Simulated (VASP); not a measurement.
# CdS: single point with r2SCAN0

Crystal: CdS.

```
Cd S
1.0
     0.00000    2.91650    2.91650
     2.91650    0.00000    2.91650
     2.91650    2.91650    0.00000
Cd S
1 1
Direct
  0.00000 0.00000 0.00000
  0.75000 0.75000 0.75000
```

```yaml
Program: VASP 6.6.1
Task: single point
Functional: r2SCAN0
Potentials_or_basis: VASP PAW PBE potentials, release 64 (Cd, S)
Cutoff: 520 eV
k_mesh: 4 × 4 × 4
Occupations: fermi-dirac, width 0.05 eV
Spin: non-collinear spin, zero start, spin-orbit coupling
Starting_moments: "[[0.0, 0.0, 0.0], [0.0, 0.0, 0.0]] μB"
Dipole_correction: no
Grid_for_exact_exchange_PRECFOCK: Normal
Further_INCAR_settings: ALGO = Normal; EDIFF = 1e-06; NBANDS = 30
Share_of_exact_exchange: 0.25
```

```yaml
Pressure: 1.2 GPa
Net_moment: 0.00 μB per cell
Valence_electrons_inside_the_program's_atomic_spheres: Cd 10.33; S 3.76
```

Moments on the atoms (μB; x, y, z):
```
Cd  0.00 0.00 0.00
S   0.00 0.00 0.00
```

Wall time 64 min on 1 thread of Oxide Virtual Turin-like Processor, on a shared host, peak memory 0.37 GiB.

Caveat: the k points lie up to 0.47 Å⁻¹ apart; the PAW data sets were made with another functional, which shifts forces and pressure a little.
